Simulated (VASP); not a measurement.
Input of a VASP 6.6.1 run:

INCAR

```
SYSTEM = AgAs2
PREC = Accurate
ENCUT = 520
EDIFF = 1E-6
ISMEAR = 0
SIGMA = 0.1
LREAL = .False.
LASPH = .True.
NELM = 80
ALGO = Normal
ISIF = 2
LWAVE = .False.
LCHARG = .False.
GGA = PE
NBANDS = 18
```

Contents of KPOINTS:

```
Automatic mesh
0
Gamma
  18 18 18
  0 0 0
```

The input POSCAR:

```
AgAs2
1.0
   -1.8658531298      1.8658531298      4.4628728677
    1.8658531298     -1.8658531298      4.4628728677
    1.8658531298      1.8658531298     -4.4628728677
Ag As
1 2
Direct
    0.0000000000      0.0000000000      0.0000000000
    0.7034607329      0.7034607329      0.0000000000
    0.2965392671      0.2965392671      0.0000000000
```

Potentials or basis: VASP PAW PBE potentials, release 64 (Ag, As).

The run is started by

```bash
$ cat potpaw_PBE.64/Ag/POTCAR potpaw_PBE.64/As/POTCAR > POTCAR
$ mpirun -np 1 vasp_std > vasp.out
```

(1) Estimate the largest force.

(2) What does it give for the pressure?

(3) Estimate the band gap on the k mesh.

Results:

(1) 0.012 eV/Å.

(2) 0.1 GPa.

(3) zero (an odd number of electrons rules out a gap without spin polarisation).

Caveat: an odd number of electrons without spin polarisation forces a metal; a magnetic or distorted state may lie lower.
